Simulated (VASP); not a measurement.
# Al3Sb2P (R-3m) in VASP: notebook

The runs below take Al3Sb2P through single point, with PBE.

All numbers are computed with VASP 6.6.1; they aren't measurements. Logs are shortened: lines on timing, memory, paths and dates and some standing lists are left out, and cuts for length are marked.

## 1. The cell of the first run

It takes space group R-3m (No. 166, trigonal). Conventional cell: a = 5.176 Å, b = 5.176 Å, c = 16.459 Å, α = 90.00°, β = 90.00°, γ = 120.00°. Al (site symmetry 3m) has 1 P at 2.52 Å and 1 Sb at 2.91 Å and 6 Al at 3.00 to 3.02 Å within 3.3 Å. Al (site symmetry -3m) has 2 Sb at 2.81 Å and 6 Al at 3.00 Å within 3.7 Å. Within 3.7 Å of Sb (site symmetry 3m) lie 2 Al at 2.81 to 2.91 Å and 3 P at 2.99 Å and 3 Sb at 2.99 Å. Within 3.3 Å of P (site symmetry -3m) lie 2 Al at 2.52 Å and 6 Sb at 2.99 Å.

## 2. Single point, PBE

File INCAR:

```
  PREC = Accurate
  ENCUT = 520
  EDIFF = 1E-6
  ISMEAR = 0
  SIGMA = 0.1
  LREAL = F
  LASPH = T
  NELM = 100
  ALGO = Normal
  ISIF = 2
  LWAVE = F
  LCHARG = F
  GGA = PE
  NBANDS = 21
```

File KPOINTS:

```
Automatic mesh
0
Gamma
  6 6 6
```

File POSCAR:

```
Al3Sb2P
1.0
    2.5882211719      1.4943101889      5.4864899063
   -2.5882211719      1.4943101889      5.4864899063
    0.0000000000     -2.9886203821      5.4864899052
Al Sb P
3 2 1
Direct
    0.8470694704      0.8470694704      0.8470694704
    0.1529305296      0.1529305296      0.1529305296
    0.5000000000      0.5000000000      0.5000000000
    0.3295600411      0.3295600411      0.3295600411
    0.6704399589      0.6704399589      0.6704399589
    0.0000000000      0.0000000000      0.0000000000
```

Potentials or basis: VASP PAW PBE potentials, release 64 (Al, Sb, P).

On the command line:

```bash
> cat potpaw_PBE.64/Al/POTCAR potpaw_PBE.64/Sb/POTCAR potpaw_PBE.64/P/POTCAR > POTCAR
> mpirun -np 1 vasp_std > vasp.out
```

OUTCAR:

```text
PREC = Accurate
   ENCUT = 520
   EDIFF = 1E-6
   ISMEAR = 0
   LREAL = F
   LASPH = T
   NELM = 100
   ISIF = 2
   GGA = PE

 ion  position               nearest neighbor table
   1  0.847  0.847  0.847-   6 2.52   5 2.91   3 3.00   3 3.00   3 3.00   2 3.02   2 3.02   2 3.02

   2  0.153  0.153  0.153-   6 2.52   4 2.91   3 3.00   3 3.00   3 3.00   1 3.02   1 3.02   1 3.02

   3  0.500  0.500  0.500-   4 2.81   5 2.81   2 3.00   2 3.00   1 3.00   1 3.00   2 3.00   1 3.00

   4  0.330  0.330  0.330-   3 2.81   2 2.91   6 2.99   6 2.99   6 2.99   5 2.99   5 2.99   5 2.99

   5  0.670  0.670  0.670-   3 2.81   1 2.91   6 2.99   6 2.99   6 2.99   4 2.99   4 2.99   4 2.99

   6  0.000  0.000  0.000-   1 2.52   2 2.52   5 2.99   5 2.99   4 2.99   4 2.99   5 2.99   4 2.99

  LATTYP: Found a trigonal (rhomboedric) cell.
 ALAT       =     6.2476734283
 COS(alpha) =     0.6567613971

  Lattice vectors:

 A1 = (   2.5882211719,   1.4943101889,   5.4864899063)
 A2 = (  -2.5882211719,   1.4943101889,   5.4864899063)
 A3 = (   0.0000000000,  -2.9886203821,   5.4864899052)

Analysis of symmetry for initial positions (statically):
=====================================================================
 Subroutine PRICEL returns:
 Original cell was already a primitive cell.

 Routine SETGRP: Setting up the symmetry group for a
 trigonal (rhombohedral) supercell.

 Subroutine GETGRP returns: Found 12 space group operations
 (whereof 12 operations were pure point group operations)
 out of a pool of 12 trial point group operations.

The static configuration has the point symmetry D_3d.

Analysis of symmetry for dynamics (positions and initial velocities):
=====================================================================
 Subroutine PRICEL returns:
 Original cell was already a primitive cell.

 Routine SETGRP: Setting up the symmetry group for a
 trigonal (rhombohedral) supercell.

 Subroutine GETGRP returns: Found 12 space group operations
 (whereof 12 operations were pure point group operations)
 out of a pool of 12 trial point group operations.

The dynamic configuration has the point symmetry D_3d.

 Subroutine INISYM returns: Found 12 space group operations
 (whereof 12 operations are pure point group operations),
 and found     1 'primitive' translations

----------------------------------------------------------------------------------------

                                     Primitive cell

  volume of cell :     127.3175

  direct lattice vectors                    reciprocal lattice vectors
     2.588221172  1.494310189  5.486489906     0.193182872  0.111534183  0.060755299
    -2.588221172  1.494310189  5.486489906    -0.193182872  0.111534183  0.060755299
     0.000000000 -2.988620382  5.486489905     0.000000000 -0.223068367  0.060755299

  length of vectors
     6.247673428  6.247673428  6.247673428     0.231194080  0.231194080  0.231194080

  position of ions in fractional coordinates (direct lattice)
     0.847069470  0.847069470  0.847069470
     0.152930530  0.152930530  0.152930530
     0.500000000  0.500000000  0.500000000
     0.329560041  0.329560041  0.329560041
     0.670439959  0.670439959  0.670439959
     0.000000000  0.000000000  0.000000000

  ion indices of the primitive-cell ions
   primitive index   ion index
                 1           1
                 2           2
                 3           3
                 4           4
                 5           5
                 6           6

----------------------------------------------------------------------------------------

 KPOINTS: Automatic mesh

Automatic generation of k-mesh.
 Grid dimensions read from file:
 generate k-points for:    6    6    6

 Generating k-lattice:

  Cartesian coordinates                     Fractional coordinates (reciprocal lattice)
     0.032197145  0.018589031  0.010125883     0.166666667 -0.000000000  0.000000000
    -0.032197145  0.018589031  0.010125883    -0.000000000  0.166666667  0.000000000
     0.000000000 -0.037178061  0.010125883     0.000000000  0.000000000  0.166666667

  Length of vectors
     0.038532347  0.038532347  0.038532347

  Shift w.r.t. Gamma in fractional coordinates (k-lattice)
     0.000000000  0.000000000  0.000000000

 Subroutine IBZKPT returns following result:
 ===========================================

 Found     32 irreducible k-points:

 Following reciprocal coordinates:
            Coordinates               Weight
  0.000000  0.000000  0.000000      1.000000
  0.166667  0.000000  0.000000      6.000000
  0.333333 -0.000000  0.000000      6.000000
  0.500000 -0.000000  0.000000      3.000000
  0.166667  0.166667  0.000000      6.000000
  0.333333  0.166667  0.000000     12.000000
[... 16 lines left out ...]
  0.500000  0.500000  0.166667      6.000000
 -0.333333  0.500000  0.166667     12.000000
 [... further k-points ...]
   k-points           NKPTS =     32   k-points in BZ     NKDIM =     32   number of bands    NBANDS=     21
   number of dos      NEDOS =    301   number of ions     NIONS =      6
   total plane-waves  NPLWV = 110592
   dimension x,y,z NGX =    48 NGY =   48 NGZ =   48
   dimension x,y,z NGXF=    96 NGYF=   96 NGZF=   96
   ions per type =               3   2   1
   NGX,Y,Z   is equivalent  to a cutoff of  12.77, 12.77, 12.77 a.u.
   NGXF,Y,Z  is equivalent  to a cutoff of  25.54, 25.54, 25.54 a.u.
 SYSTEM =  unknown system
   PREC   = accura    normal or accurate (medium, high low for compatibility)
   ISTART =      0    job   : 0-new  1-cont  2-samecut
   ICHARG =      2    charge: 1-file 2-atom 10-const
   ISPIN  =      1    spin polarized calculation?
   LNONCOLLINEAR =      F non collinear calculations
   LSORBIT =      F    spin-orbit coupling
   LASPH  =      T    aspherical Exc in radial PAW
   ENCUT  =  520.0 eV  38.22 Ry    6.18 a.u.  11.62 11.62 11.62*2*pi/ulx,y,z
   NELM   =    100;   NELMIN=  2; NELMDL= -5     # of ELM steps
   EDIFF  = 0.1E-05   stopping-criterion for ELM
   LREAL  =      F    real-space projection
   EDIFFG = 0.1E-04   stopping-criterion for IOM
   NSW    =      0    number of steps for IOM
   IBRION =     -1    ionic relax: 0-MD 1-quasi-New 2-CG
   NFREE  =      0    steps in history (QN), initial steepest desc. (CG)
   ISIF   =      2    stress and relaxation
   ISYM   =      2    0-nonsym 1-usesym 2-fastsym
   POTIM  = 0.5000    time-step for ionic-motion
   TEBEG  =    0.0;   TEEND  =   0.0 temperature during run
   PSTRESS=    0.0 pullay stress
   NELECT =      24.0000    total number of electrons
   NUPDOWN=      -1.0000    fix difference up-down
   EMIN   =  10.00;   EMAX   =-10.00  energy-range for DOS
   EFERMI =   0.00;   METHOD = LEGACY
   ISMEAR =     0;   SIGMA  =   0.10  broadening in eV -4-tet -1-fermi 0-gaus
   EFERMI_NEDOS =   21; number of points for ismear=-14 and -15
   IALGO  =     38    algorithm
   IMIX   =      4    mixing-type and parameters
     AMIX     =   0.40;   BMIX     =  1.00
     AMIX_MAG =   1.60;   BMIX_MAG =  1.00
  volume/ion in A,a.u.               =      21.22       143.20
  Fermi-wavevector in a.u.,A,eV,Ry     =   0.938676  1.773841 11.988276  0.881113
  Thomas-Fermi vector in A             =   2.065912
   LORBIT       =      0    0 simple, 1 ext, 2 COOP (PROOUT), +10 PAW based schemes
   GGA     = PE    functional components
   LHFCALC =     F    Hartree Fock is set to
   AEXX    =    0.0000 exact exchange contribution
   IVDW    =     0    specifies the selected vdW correction
   LEPSILON=     F    determine dielectric tensor
   LRPA    =     F    only Hartree local field effects (RPA)
 non-spin polarized calculation
 Gauss-broadening in eV      SIGMA  =   0.10
  energy-cutoff  :      520.00
  volume of cell :      127.32
 maximum number of plane-waves:      3462
 NGX is ok and might be reduce to    48
   NGX = 23   NGY = 23   NGZ = 23

 number of electron      24.0000000 magnetization

 Free energy of the ion-electron system (eV)
  ---------------------------------------------------
  ext. energy  EPLUGINS =         0.00000000
  ---------------------------------------------------
  free energy    TOTEN  =       -23.73725018 eV

  energy without entropy =      -23.71209424  energy(sigma->0) =      -23.72467221

 E-fermi :   7.3293     XC(G=0): -10.0155

 val. band max:        7.3278202800   @ k =   0.5000   0.3333   0.0000
 cond. band min:       7.3435542556   @ k =  -0.3333   0.5000   0.3333
 fundamental gap:      0.0157339756
 Fermi energy:         7.3292890266

 k-point     1 :       0.0000    0.0000    0.0000
  band No.  band energies     occupation
      1      -5.5822      2.00000
      2      -0.7436      2.00000
      3       0.6460      2.00000
      4       0.8317      2.00000
      5       1.7157      2.00000
      6       3.6537      2.00000
[... 13 lines left out ...]
     20      13.5099      0.00000
     21      13.5099      0.00000

 k-point     2 :       0.1667    0.0000    0.0000
  band No.  band energies     occupation
      1      -5.3750      2.00000
      2      -1.1787      2.00000
      3      -0.0440      2.00000
      4       0.8287      2.00000
      5       2.1208      2.00000
      6       2.7167      2.00000
[... 13 lines left out ...]
     20      13.0108      0.00000
     21      13.4971      0.00000

 k-point     3 :       0.3333   -0.0000    0.0000
  band No.  band energies     occupation
      1      -4.7612      2.00000
      2      -2.3933      2.00000
      3      -0.7414      2.00000
      4       1.0620      2.00000
      5       2.0955      2.00000
      6       2.6119      2.00000
[... 13 lines left out ...]
     20      12.8197      0.00000
     21      13.4861      0.00000
[... 457 lines left out ...]
 k-point    23 :       0.5000    0.5000    0.1667
  band No.  band energies     occupation
      1      -4.6029      2.00000
      2      -2.3615      2.00000
      3      -0.8958      2.00000
      4      -0.3056      2.00000
      5       1.8285      2.00000
      6       2.4110      2.00000
[... 13 lines left out ...]
     20      11.4481      0.00000
     21      12.9805      0.00000

 k-point    24 :      -0.3333    0.5000    0.1667
  band No.  band energies     occupation
      1      -4.0180      2.00000
      2      -2.9111      2.00000
      3      -1.8127      2.00000
      4       0.1851      2.00000
      5       2.1195      2.00000
      6       2.7576      2.00000
[... 13 lines left out ...]
     20      11.5938      0.00000
     21      12.6674      0.00000

 [... further k-points ...]

------------------------ aborting loop because EDIFF is reached ----------------------------------------

  FORCE on cell =-STRESS in cart. coord.  units (eV):
  Direction    XX          YY          ZZ          XY          YZ          ZX
  --------------------------------------------------------------------------------------
  -------------------------------------------------------------------------------------
  Total       -0.0515997     -0.0515997     -0.0306317      0.0000000     -0.0000000      0.0000000
  in kB       -0.6493364     -0.6493364     -0.3854726      0.0000000     -0.0000000      0.0000000
  external PRESSURE =      -0.5613818 kB  Pullay stress =       0.0000000 kB

 VOLUME and BASIS-vectors are now :
 -----------------------------------------------------------------------------
  energy-cutoff  :      520.00
  volume of cell :      127.32
      direct lattice vectors                 reciprocal lattice vectors
     2.588221172  1.494310189  5.486489906     0.193182872  0.111534183  0.060755299
    -2.588221172  1.494310189  5.486489906    -0.193182872  0.111534183  0.060755299
     0.000000000 -2.988620382  5.486489905     0.000000000 -0.223068367  0.060755299

 POSITION                                       TOTAL-FORCE (eV/Angst)
 -----------------------------------------------------------------------------------
      0.00000     -0.00000     13.94231        -0.000000     -0.000000      0.006789
      0.00000     -0.00000      2.51716        -0.000000      0.000000     -0.006789
      0.00000     -0.00000      8.22973        -0.000000      0.000000     -0.000000
      0.00000     -0.00000      5.42438        -0.000000      0.000000     -0.001724
      0.00000     -0.00000     11.03509        -0.000000     -0.000000      0.001724
      0.00000      0.00000      0.00000         0.000000      0.000000     -0.000000
 -----------------------------------------------------------------------------------
    total drift:                                0.000000     -0.000000     -0.000000

  FREE ENERGIE OF THE ION-ELECTRON SYSTEM (eV)
  ---------------------------------------------------
  free  energy   TOTEN  =       -23.7372501751 eV

  energy  without entropy=      -23.7120942390  energy(sigma->0) =      -23.72467221
```

Wall time 44 s (1 thread of Intel Xeon 6975P-C (Granite Rapids), shared host); peak memory 0.35 GiB.

What came out:

| Quantity | Value |
| --- | --- |
| Free energy | -23.7373 eV |
| Pressure | -0.1 GPa |
| Largest force | 0.007 eV/Å |
| Band gap on the k mesh | zero (band 12 reaches 7.51 eV, above the bottom of band 13 at 6.31 eV) |

Forces in eV/Å, atoms in the order of the input:
```
Al   0.000  0.000  0.007
Al   0.000  0.000 -0.007
Al   0.000  0.000  0.000
Sb   0.000  0.000 -0.002
Sb   0.000  0.000  0.002
P    0.000  0.000  0.000
```

Caveat: spin-orbit coupling is left out, which moves the levels of the heavy elements.

## 3. Single point, PBE

This run uses another cell than the first one, of 22.62 Å³/atom, 1.066 times its volume.

File INCAR:

```
ALGO     = Normal         # electronic algorithm
EDIFF    = 1E-7           # SCF threshold, eV
ENCUT    = 520            # plane-wave cutoff, eV
GGA      = PE             # functional
ISIF     = 2              # what is computed and relaxed
ISMEAR   = 0              # smearing method
LASPH    = T              # aspherical terms in the spheres
LCHARG   = F              # write CHGCAR
LREAL    = F              # projectors in reciprocal space
LWAVE    = F              # write WAVECAR
NBANDS   = 21             # bands
NELM     = 100            # most SCF steps
PREC     = Accurate       # precision mode
SIGMA    = 0.1            # smearing width, eV
```

File KPOINTS:

```
k-points
0
Gamma
  6 6 6
```

File POSCAR:

```
Al3Sb2P
1.0
    2.4828844600      1.4334940100      6.3550328600
   -2.4828844600      1.4334940100      6.3550328600
    0.0000000000     -2.8669880300      6.3550328600
Al Sb P
3 2 1
Direct
    0.8181477200      0.8181477200      0.8181477200
    0.1818522800      0.1818522800      0.1818522800
    0.5000000000      0.5000000000      0.5000000000
    0.3219092500      0.3219092500      0.3219092500
    0.6780907500      0.6780907500      0.6780907500
    0.0000000000      0.0000000000      0.0000000000
```

Potentials or basis: VASP PAW PBE potentials, release 64 (Al, Sb, P).

On the command line:

```bash
> cat potpaw_PBE.64/Al/POTCAR potpaw_PBE.64/Sb/POTCAR potpaw_PBE.64/P/POTCAR > POTCAR
> mpirun -np 1 vasp_std > vasp.out
```

It took 99 s on 1 thread of Intel Xeon 6975P-C (Granite Rapids), shared host; peak memory 0.43 GiB.

Results (log left out):

* Free energy: -22.5301 eV
* Pressure: 0.9 GPa
* Largest force: 1.032 eV/Å
* Band gap on the k mesh: zero (band 12 reaches 7.44 eV, above the bottom of band 13 at 6.01 eV)

Forces on the atoms (eV/Å):
```
Al   0.000  0.000  1.032
Al   0.000  0.000 -1.032
Al   0.000  0.000  0.000
Sb   0.000  0.000  0.121
Sb   0.000  0.000 -0.121
P    0.000  0.000  0.000
```

Stress tensor (GPa, compression positive):
```
 2.65  0.00  0.00
 0.00  2.65  0.00
 0.00  0.00 -2.66
```

Levels at points of the mesh, in eV from the Fermi level:
| k point | band 10 | band 11 | band 12 | band 13 | band 14 | band 15 |
| --- | --- | --- | --- | --- | --- | --- |
| (0.00, 0.00, 0.00) | -1.70 | -1.08 | -0.85 | -0.85 | -0.56 | -0.56 |
| (0.50, 0.00, 0.00) | -2.56 | 0.17 | 0.54 | 1.37 | 1.58 | 2.26 |
| (0.50, 0.50, 0.00) | -1.57 | -1.52 | 0.11 | 0.50 | 1.23 | 1.43 |
| (0.50, 0.50, 0.50) | -2.34 | -0.52 | -0.52 | -0.50 | -0.50 | -0.39 |

Caveat: spin-orbit coupling is left out, which moves the levels of the heavy elements; forces of over 1 eV/Å act on the atoms, so gaps and moduli don't describe the material at rest.
